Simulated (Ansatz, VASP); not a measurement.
## Sb: VASP beside Ansatz

Contents of POSCAR:

```
Sb
1.0
    2.1587717756      1.2463674658      3.7976949312
   -2.1587717756      1.2463674658      3.7976949312
    0.0000000000     -2.4927349316      3.7976949312
Sb
2
Direct
    0.2682562500      0.2682562500      0.2682562500
    0.7317437500      0.7317437500      0.7317437500
```

Contents of INCAR.step1:

```
PREC = Accurate
ENCUT = 520
ISMEAR = -1
SIGMA = 0.05
LREAL = False
LASPH = True
NELM = 100
NBANDS = 12
GGA = PE
ALGO = Normal
EDIFF = 1E-4
LWAVE = True
LCHARG = False
```

File INCAR.step2:

```
PREC = Accurate
ENCUT = 520
EDIFF = 1E-8
ISMEAR = -1
SIGMA = 0.05
LREAL = False
LASPH = True
NELM = 100
ALGO = Normal
ISIF = 2
LWAVE = False
LCHARG = False
METAGGA = R2SCAN
LMIXTAU = True
LEFG = True
NBANDS = 12
ISTART = 1
```

KPOINTS

```
Automatic mesh
0
Gamma
  11 11 11
```

Input for Ansatz:

```yaml
crystal:
  lattice:
    - [2.1587717756, 1.2463674658, 3.7976949312]
    - [-2.1587717756, 1.2463674658, 3.7976949312]
    - [0.0, -2.4927349316, 3.7976949312]
  atoms:
    - { symbol: Sb, position: [0.26825625, 0.26825625, 0.26825625] }
    - { symbol: Sb, position: [0.73174375, 0.73174375, 0.73174375] }
kpoints:
  mp_grid: { grid: [11, 11, 11] }
scf:
  occupations: { method: fermi_dirac, width: 0.05 }
hamiltonian:
  xc: r2scan
  pseudopotentials: { kind: paw }
output:
  forces: true
  stress: true
  eigenvalues: true
  efg: { contact_densities: true }
```

Change from the starting cell: volume scaled by 0.975, PAW files.

Alike in both runs: task electric field gradients; functional r2SCAN; k mesh 11 × 11 × 11; occupations fermi-dirac, width 0.05 eV; no spin polarisation.

|  | VASP | Ansatz |
| --- | --- | --- |
| version | VASP 6.6.1 | Ansatz 0.2.0 |
| potentials or method | VASP PAW PBE potentials, release 64 (Sb) | PAW with Ansatz's default frozen-core files, scalar-relativistic |
| plane-wave cutoff (eV) | 520 | 500 |
| valence electrons in the cell | 10 | 30 |

|  | VASP | Ansatz | Ansatz less VASP |
| --- | --- | --- | --- |
| pressure (GPa) | 1.6 | 1.4 | -0.13 |
| rms of the force components (eV/Å) | 0.120 | 0.085 | -0.0347 |
| size of Vzz on the site where it differs most (V/Å²) | 65.6 | 69.1 | +3.49 |

VASP's potentials were made for PBE, not for r2SCAN. Atom by atom the forces differ by 0.035 eV/Å (rms over components). The functional is the same, so the differences come from potentials, cutoffs and numerics. VASP's potentials hold 10 valence electrons a cell and Ansatz's 30, so a difference there can come from the potentials and not from the codes.

Spin-orbit coupling is off throughout.
